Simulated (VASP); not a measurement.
A run of VASP 6.6.1:

Contents of INCAR:

```
ALGO = Normal ; EDIFF = 1E-6
ENCUT = 600 ; GGA = PE
GGA_COMPAT = F ; ISIF = 2
ISMEAR = 0 ; LASPH = T
LCHARG = T ; LELF = T
LREAL = F ; LVHAR = T
LWAVE = F ; NBANDS = 16
NELM = 120 ; PREC = Accurate
SIGMA = 0.05
```

The input KPOINTS:

```
k-points
0
Gamma
  8 8 6
```

File POSCAR:

```
AlN
1.0
    0.0000000000     -2.0353166207     -2.0353166207
    0.0000000000      2.0353166207     -2.0353166207
    4.0706332413      0.0000000000      0.0000000000
Al N
2 2
Direct
    0.5000000000      0.5000000000      0.0000138551
    0.0000000000      0.0000000000      0.4999861449
    0.5000000000      0.5000000000      0.4924336097
    0.0000000000      1.0000000000      0.0075663903
```

Potentials or basis: VASP PAW PBE potentials, release 64 (Al, N).

The run is started by

```console
$ cat potpaw_PBE.64/Al/POTCAR potpaw_PBE.64/N/POTCAR > POTCAR
$ mpirun -np 1 vasp_std > vasp.out
```

Hardware: 1 thread of Intel Xeon 6975P-C (shared host).

Problem. How long does it take, and how much memory?

Solution. Run time: 22 s on 1 thread of Intel Xeon 6975P-C, on a shared host, peak memory 0.17 GiB. Counts: scf iterations 13, k points 60.
